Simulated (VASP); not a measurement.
Here is a VASP 6.6.1 calculation.

File INCAR:

```
  PREC = Accurate
  ENCUT = 520
  EDIFF = 1E-7
  ISMEAR = 0
  SIGMA = 0.1
  LREAL = False
  LASPH = True
  NELM = 80
  ALGO = Normal
  ISIF = 2
  LWAVE = False
  LCHARG = False
  GGA = PS
  NBANDS = 36
```

File KPOINTS:

```
regular mesh
0
Gamma
  6 6 6
```

Contents of POSCAR:

```
TiO
1.0
    4.9890877720      0.0000000000      0.0000000000
   -2.4945438860      4.3206767523      0.0000000000
    0.0000000000      0.0000000000      2.8733134400
Ti O
3 3
Direct
    0.6666666667      0.3333333333      0.5000000000
    0.3333333333      0.6666666667      0.5000000000
    0.0000000000      0.0000000000      0.0000000000
    0.6055592400      0.6055592400      0.0000000000
    0.3944407600      0.0000000000      0.0000000000
    0.0000000000      0.3944407600      0.0000000000
```

Potentials or basis: VASP PAW PBE potentials, release 64 (Ti_sv, O).

Run with:

```sh
$ cat potpaw_PBE.64/Ti_sv/POTCAR potpaw_PBE.64/O/POTCAR > POTCAR
$ mpirun -np 1 vasp_std > vasp.out
```

(1) Estimate the pressure.

(2) Predict the band gap on the k mesh.

(3) What does it give for the largest force?

Results:

(1) -5.0 GPa.

(2) zero (band 27 reaches 11.15 eV, above the bottom of band 28 at 9.73 eV).

(3) 0.005 eV/Å.

Caveat: the k points lie up to 0.36 Å⁻¹ apart; the PAW data sets were made with another functional, which shifts forces and pressure a little; semilocal functionals often make such compounds metallic where correlation or magnetic order opens a gap, which also shifts bond lengths.
